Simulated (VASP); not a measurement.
A run of VASP 6.6.1 is set up as follows.

The input INCAR:

```
SYSTEM = CO2
ALGO     = Normal         ! electronic algorithm
EDIFF    = 1E-6           ! SCF threshold, eV
ENCUT    = 910            ! plane-wave cutoff, eV
GGA      = RP             ! functional
GGA_COMPAT= .FALSE.      
ISIF     = 2              ! what is computed and relaxed
ISMEAR   = 0              ! smearing method
LASPH    = .TRUE.         ! aspherical terms in the spheres
LCHARG   = .FALSE.        ! write CHGCAR
LREAL    = .FALSE.        ! projectors in reciprocal space
LWAVE    = .FALSE.        ! write WAVECAR
NBANDS   = 25             ! bands
NELM     = 120            ! most SCF steps
PREC     = Accurate       ! precision mode
SIGMA    = 0.05           ! smearing width, eV
```

KPOINTS

```
k-points
0
G
  10 10 10
  0 0 0
```

Contents of POSCAR:

```
CO2
1.0
   -1.9824135382      1.9824135382      2.9913663684
    1.9824135382     -1.9824135382      2.9913663684
    1.9824135382      1.9824135382     -2.9913663684
C O
2 4
Direct
    0.0000000000      0.0000000000      0.0000000000
    0.7500000000      0.2500000000      0.5000000000
    0.3750000000      0.2893122308      0.4143122308
    0.7106877692      0.1250000000      0.0856877692
    0.8750000000      0.9606877692      0.5856877692
    0.0393122308      0.6250000000      0.9143122308
```

Potentials or basis: VASP PAW PBE potentials, release 64 (C_h, O_h).

Run with:

```sh
$ cat potpaw_PBE.64/C_h/POTCAR potpaw_PBE.64/O_h/POTCAR > POTCAR
$ mpirun -np 1 vasp_std > vasp.out
```

(1) Predict the band gap on the k mesh.

(2) Estimate the largest force.

Results:

(1) 7.82 eV (least direct gap 8.24 eV).

(2) 0.157 eV/Å.

Caveat: the PAW data sets were made with another functional, which shifts forces and pressure a little.
